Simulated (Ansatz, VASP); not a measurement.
## One calculation of Hf, two programs

INCAR

```
SYSTEM = Hf
PREC = Accurate ; ENCUT = 520
EDIFF = 1E-7 ; ISMEAR = -1
SIGMA = 0.1 ; LREAL = .False.
LASPH = .True. ; NELM = 80
ALGO = Normal ; ISIF = 2
LWAVE = .False. ; LCHARG = .False.
GGA = PE ; NBANDS = 11
```

File KPOINTS:

```
Automatic mesh
0
Gamma
  16 16 15
  0 0 0
```

Contents of POSCAR:

```
Hf
1.0
    2.4101413626      0.0000000000      0.0000000000
   -1.2050706813      2.0872436467      0.0000000000
    0.0000000000      0.0000000000      2.3221659353
Hf
1
Direct
    0.0000000000      0.0000000000      0.0000000000
```

Input for Ansatz:

```yaml
crystal:
  lattice:
    - [2.4101413626, 0.0, 0.0]
    - [-1.2050706813, 2.0872436467, 0.0]
    - [0.0, 0.0, 2.3221659353]
  atoms:
    - { symbol: Hf, position: [0.0, 0.0, 0.0] }
kpoints:
  mp_grid: { grid: [16, 16, 15] }
scf:
  occupations: { method: fermi_dirac, width: 0.1 }
hamiltonian:
  xc: pbe
  pseudopotentials: { kind: all_electron, lapw: { basis_error: 0.001 } }
output:
  forces: true
  stress: true
  eigenvalues: true
  populations: true
```

Change from the starting cell: volume scaled by 0.5, LAPW.

Alike in both runs: task single point; functional PBE; k mesh 16 × 16 × 15; occupations fermi-dirac, width 0.1 eV; no spin polarisation.

```csv
,VASP,Ansatz
version,VASP 6.6.1,Ansatz 0.2.0
potentials or method,"VASP PAW PBE potentials, release 64 (Hf_pv), cutoff 520 eV","all-electron LAPW, scalar-relativistic"
```

```csv
,VASP,Ansatz,Ansatz less VASP
pressure (GPa),223.1,229.1,+6.02
```

Both programs put the cell under a high pressure, so it lies far from rest at this level. Ansatz ran all-electron here, and VASP with PAW potentials.

Neither program's run includes spin-orbit coupling. Noted on VASP's run: the cell as given lies far from equilibrium.
